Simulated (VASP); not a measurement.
Write the native input for VASP 6.6.1 that does the following.

| Property | Result |
| --- | --- |
| Task | single point |
| Functional | PBE |
| Potentials or basis | VASP PAW PBE potentials, release 64 (Be, Te) |
| Cutoff | 520 eV |
| k mesh | 6 × 6 × 2 |
| Occupations | gaussian, width 0.2 eV |
| Spin | no spin polarisation |
| Dipole correction | no |
| Further INCAR settings | ALGO = Normal; EDIFF = 1e-06; NBANDS = 24 |

The structure of Be3Te4 lies in POSCAR:

```
Be3Te4
1.0
    3.8498526952      0.0002199252     -0.0003251392
    0.0001887695      3.8509983821      0.0019389338
   -0.0149140131      0.0049758807     12.5397390891
Be Te
3 4
Direct
    0.5009183354      0.4993605126      0.2347106971
    0.4989448807      0.5007376899      0.7653361649
    0.0001026075      1.0001420870      1.0000094926
    0.5014878979     -0.0011272664      0.3499779003
   -0.0015847617      0.5008640943      0.6499888640
    0.4996031803      1.0003111293      0.8845227231
    0.0005278599      0.4997117533      0.1154541580
```

One way to write it, as run:

INCAR

```
SYSTEM = Be3Te4
PREC = Accurate
ENCUT = 520
EDIFF = 1E-6
ISMEAR = 0
SIGMA = 0.2
LREAL = .False.
LASPH = .True.
NELM = 80
ALGO = Normal
ISIF = 2
LWAVE = .False.
LCHARG = .True.
GGA = PE
LELF = .True.
LVHAR = .True.
NBANDS = 24
```

KPOINTS

```
regular mesh
0
Gamma
  6 6 2
  0 0 0
```

Potentials or basis: VASP PAW PBE potentials, release 64 (Be, Te).

Run with:

```bash
$ cat potpaw_PBE.64/Be/POTCAR potpaw_PBE.64/Te/POTCAR > POTCAR
$ mpirun -np 1 vasp_std > vasp.out
```

Results of the run:

```yaml
Pressure: 0.1 GPa
Largest_force: 0.022 eV/Å
Band_gap_on_the_k_mesh: zero (bands 15 and 16 overlap by 2.26 eV)
```

Caveat: spin-orbit coupling is left out, which moves the levels of the heavy elements.

Run time: 5 min on 1 thread of Intel Xeon 8259CL, on a shared host, peak memory 0.37 GiB.
